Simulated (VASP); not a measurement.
A run of VASP 6.6.1 is set up as follows.

INCAR

```
PREC = Accurate ; ENCUT = 750
EDIFF = 1E-6 ; ISMEAR = 0
SIGMA = 0.1 ; LREAL = False
LASPH = True ; NELM = 120
ALGO = Normal ; ISIF = 2
LWAVE = False ; LCHARG = False
GGA = PE ; NBANDS = 21
GGA_COMPAT = False
```

The input KPOINTS:

```
regular mesh
0
Gamma
  6 6 4
```

File POSCAR:

```
LiMgCl
1.0
    3.5066894500      0.0000000000      0.0000000000
   -1.7533447300      3.0368821500      0.0000000000
    0.0000000000      0.0000000000      5.7264002100
Li Mg Cl
2 2 2
Direct
    0.3333333300      0.6666666700      0.9374999900
    0.6666666700      0.3333333300      0.4374999900
    0.0000000000      0.0000000000      0.2500000000
    0.0000000000      0.0000000000      0.7500000000
    0.6666666700      0.3333333300      0.0625000100
    0.3333333300      0.6666666700      0.5625000100
```

Potentials or basis: VASP PAW PBE potentials, release 64 (Li_sv, Mg, Cl).

Command:

```sh
$ cat potpaw_PBE.64/Li_sv/POTCAR potpaw_PBE.64/Mg/POTCAR potpaw_PBE.64/Cl/POTCAR > POTCAR
$ mpirun -np 1 vasp_std > vasp.out
```

Q: Predict the largest force.

A: 1.034 eV/Å.

Q: What does it give for the pressure?

A: 74.0 GPa.

Q: Estimate the band gap on the k mesh.

A: Zero (bands 12 and 13 overlap by 1.29 eV).

Forces on the atoms (eV/Å):
```
Li   0.000  0.000  1.034
Li   0.000  0.000  1.034
Mg   0.000  0.000 -0.981
Mg   0.000  0.000 -0.981
Cl   0.000  0.000 -0.053
Cl   0.000  0.000 -0.053
```

Caveat: the stress differs along the axes, from 67 to 78 GPa; forces of over 1 eV/Å act on the atoms, so gaps and moduli don't describe the material at rest.
